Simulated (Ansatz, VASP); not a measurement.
# Ge in VASP and in Ansatz

```
CELL_PARAMETERS angstrom
2.74373 0.00000 0.00000
0.00000 3.80890 0.00000
-0.20797 0.00000 3.91447
ATOMIC_POSITIONS crystal
Ge 0.50239 0.25000 0.74937
Ge 0.49761 0.75000 0.25063
```

Alike in both runs: task single point; functional PBE; k mesh 6 × 4 × 4; occupations gaussian, width 0.1 eV; no spin polarisation.

|  | VASP | Ansatz |
| --- | --- | --- |
| version | VASP 6.6.1 | Ansatz 0.2.0 |
| potentials or method | VASP PAW PBE potentials, release 64 (Ge_d), cutoff 520 eV | scalar-relativistic, plane waves, PAW |
| valence electrons in the cell | 28 | 28 |

```tsv
	VASP	Ansatz	Ansatz less VASP
gap on the k mesh at the Fermi level (eV)	none	none	-
pressure (GPa)	-0.9	-0.9	+0.05
traceless stress, the component that is largest in VASP (GPa)	-1.49	-1.48	+0.004
rms of the force components (eV/Å)	0.011	0.010	-0.0003
```

Atom by atom the forces differ by 0.000 eV/Å (rms over components). A gap of «none» marks a metal or a gap that the smearing closes.

The k mesh is coarse, so the values compare programs but aren't converged.
